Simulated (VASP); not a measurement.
Wanted: the native input for a VASP 6.6.1 run.

```yaml
Task: single point
Functional: r2SCAN
Potentials_or_basis: VASP PAW PBE potentials, release 64 (Ti_sv, Si)
Cutoff: 520 eV
k_mesh: 8 × 8 × 8
Occupations: fermi-dirac, width 0.05 eV
Spin: no spin polarisation
Dipole_correction: no
Further_INCAR_settings: ALGO = Normal; EDIFF = 1e-06; NBANDS = 29
```

TiSi2:

```
Ti Si
1.0
     1.77679   -6.80405    0.00000
     1.77679    6.80405    0.00000
     0.00000    0.00000    3.58879
Ti Si
2 4
Cartesian
  1.7768 5.4008 0.8972
  1.7768 -5.4008 2.6916
  1.7768 -3.4063 0.8972
  1.7768 3.4063 2.6916
  1.7768 0.7927 0.8972
  1.7768 -0.7927 2.6916
```

These files were run (other wordings do the same):

POSCAR

```
TiSi2
1.0
    1.7767948029     -6.8040462934      0.0000000000
    1.7767948029      6.8040462934      0.0000000000
    0.0000000000      0.0000000000      3.5887850817
Ti Si
2 4
Direct
    0.1031180800      0.8968819200      0.2500000000
    0.8968819200      0.1031180800      0.7500000000
    0.7503148200      0.2496851800      0.2500000000
    0.2496851800      0.7503148200      0.7500000000
    0.4417485500      0.5582514500      0.2500000000
    0.5582514500      0.4417485500      0.7500000000
```

INCAR.step1

```
SYSTEM = TiSi2
  PREC = Accurate
  ENCUT = 520
  ISMEAR = -1
  SIGMA = 0.05
  LREAL = .False.
  LASPH = .True.
  NELM = 100
  NBANDS = 29
  GGA = PE
  ALGO = Normal
  EDIFF = 1E-4
  LWAVE = .True.
  LCHARG = .False.
```

INCAR.step2

```
SYSTEM = TiSi2
  PREC = Accurate
  ENCUT = 520
  EDIFF = 1E-6
  ISMEAR = -1
  SIGMA = 0.05
  LREAL = .False.
  LASPH = .True.
  NELM = 100
  ALGO = Normal
  ISIF = 2
  LWAVE = .False.
  LCHARG = .False.
  METAGGA = R2SCAN
  LMIXTAU = .True.
  NBANDS = 29
  ISTART = 1
```

KPOINTS

```
Automatic mesh
0
Gamma
  8 8 8
  0 0 0
```

Potentials or basis: VASP PAW PBE potentials, release 64 (Ti_sv, Si).

Launch:

```console
$ cat potpaw_PBE.64/Ti_sv/POTCAR potpaw_PBE.64/Si/POTCAR > POTCAR
$ cp INCAR.step1 INCAR
$ mpirun -np 1 vasp_std > vasp.out
$ cp INCAR.step2 INCAR
$ mpirun -np 1 vasp_std > vasp.out
```

Results of the run:

```
Pressure               : -2.6 GPa
Largest force          : 0.074 eV/Å
Band gap on the k mesh : zero (bands 20 and 21 overlap by 1.01 eV)
```

Caveat: the PAW data sets were made with another functional, which shifts forces and pressure a little.

Wall time 46 min on 1 thread of Oxide Virtual Turin-like Processor (shared host), peak memory 0.41 GiB.
